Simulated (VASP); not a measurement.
Here is a VASP 6.6.1 calculation.

The input INCAR:

```
ALGO = Normal
EDIFF = 1E-8
ENCUT = 400
GGA_COMPAT = False
ISIF = 2
ISMEAR = -1
LASPH = True
LCHARG = False
LEFG = True
LREAL = False
LWAVE = False
NBANDS = 30
NELM = 120
PREC = Accurate
SIGMA = 0.05
```

Contents of KPOINTS:

```
k-points
0
Gamma
  8 8 8
```

The input POSCAR:

```
SnPt3
1.0
    4.0264908382      0.0000000000      0.0000000000
    0.0000000000      4.0264908382      0.0000000000
    0.0000000000      0.0000000000      4.0264908382
Sn Pt
1 3
Direct
    0.0000000000      0.0000000000      0.0000000000
    0.0000000000      0.5000000000      0.5000000000
    0.5000000000      0.0000000000      0.5000000000
    0.5000000000      0.5000000000      0.0000000000
```

Potentials or basis: VASP PAW LDA potentials, release 64 (Sn_d, Pt).

Run with:

```sh
$ cat potpaw_LDA.64/Sn_d/POTCAR potpaw_LDA.64/Pt/POTCAR > POTCAR
$ mpirun -np 1 vasp_std > vasp.out
```

**Question.** Predict the pressure.

**Answer.** -7.2 GPa.

**Question.** Predict the band gap on the k mesh.

**Answer.** Zero (band 22 reaches 11.56 eV, above the bottom of band 23 at 11.12 eV).

Electric field gradients, principal values (V/Å²):
```
atom   least  middle  greatest (by size)
1 Sn   0.000   0.000               0.000
2 Pt  70.493  70.493            -140.987
3 Pt  70.493  70.493            -140.987
4 Pt  70.493  70.493            -140.987
```

Caveat: without QUAD_EFG the Cq values of the log hold for a quadrupole moment of 1 mb, not for the nuclei; spin-orbit coupling is left out, which moves the levels of the heavy elements.
